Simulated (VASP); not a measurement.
Wanted: the native input for a VASP 6.6.1 run.

```
Task                   : electric field gradients
Functional             : r2SCAN
Potentials or basis    : VASP PAW PBE potentials, release 64 (Mg)
Cutoff                 : 520 eV
k mesh                 : 14 × 14 × 14
Occupations            : fermi-dirac, width 0.08 eV
Spin                   : no spin polarisation
Dipole correction      : no
Further INCAR settings : ALGO = Normal; EDIFF = 1e-08; NBANDS = 7
```

The system is Mg.

```
Mg
1.0
    -1.80183    1.80183    1.80183
     1.80183   -1.80183    1.80183
     1.80183    1.80183   -1.80183
Mg
1
Direct
  0.00000 0.00000 0.00000
```

This cell differs from its parent crystal: volume scaled by 1.05.

One way to write it, as run:

POSCAR

```
Mg
1.0
   -1.8018313759      1.8018313759      1.8018313759
    1.8018313759     -1.8018313759      1.8018313759
    1.8018313759      1.8018313759     -1.8018313759
Mg
1
Direct
    0.0000000000      0.0000000000      0.0000000000
```

INCAR.step1

```
SYSTEM = Mg
ALGO = Normal
EDIFF = 1E-4
ENCUT = 520
GGA = PE
ISMEAR = -1
LASPH = .True.
LCHARG = .False.
LREAL = .False.
LWAVE = .True.
NBANDS = 7
NELM = 60
PREC = Accurate
SIGMA = 0.08
```

INCAR.step2

```
SYSTEM = Mg
ALGO = Normal
EDIFF = 1E-8
ENCUT = 520
ISIF = 2
ISMEAR = -1
ISTART = 1
LASPH = .True.
LCHARG = .False.
LEFG = .True.
LMIXTAU = .True.
LREAL = .False.
LWAVE = .False.
METAGGA = R2SCAN
NBANDS = 7
NELM = 60
PREC = Accurate
SIGMA = 0.08
```

KPOINTS

```
k-points
0
Gamma
  14 14 14
  0 0 0
```

Potentials or basis: VASP PAW PBE potentials, release 64 (Mg).

Launch:

```sh
$ cat potpaw_PBE.64/Mg/POTCAR > POTCAR
$ cp INCAR.step1 INCAR
$ mpirun -np 1 vasp_std > vasp.out
$ cp INCAR.step2 INCAR
$ mpirun -np 1 vasp_std > vasp.out
```

It gave:

* Pressure: -1.6 GPa
* Band gap on the k mesh: zero (band 1 reaches 6.64 eV, above the bottom of band 2 at 1.70 eV)

Caveat: without QUAD_EFG the Cq values of the log hold for a quadrupole moment of 1 mb, not for the nuclei; the PAW data sets were made with another functional, which shifts forces and pressure a little.

Wall time 2.3 min on 1 thread of AMD EPYC 7R43 64-Core Processor (Zen 3), with other jobs on the host, peak memory 0.11 GiB.
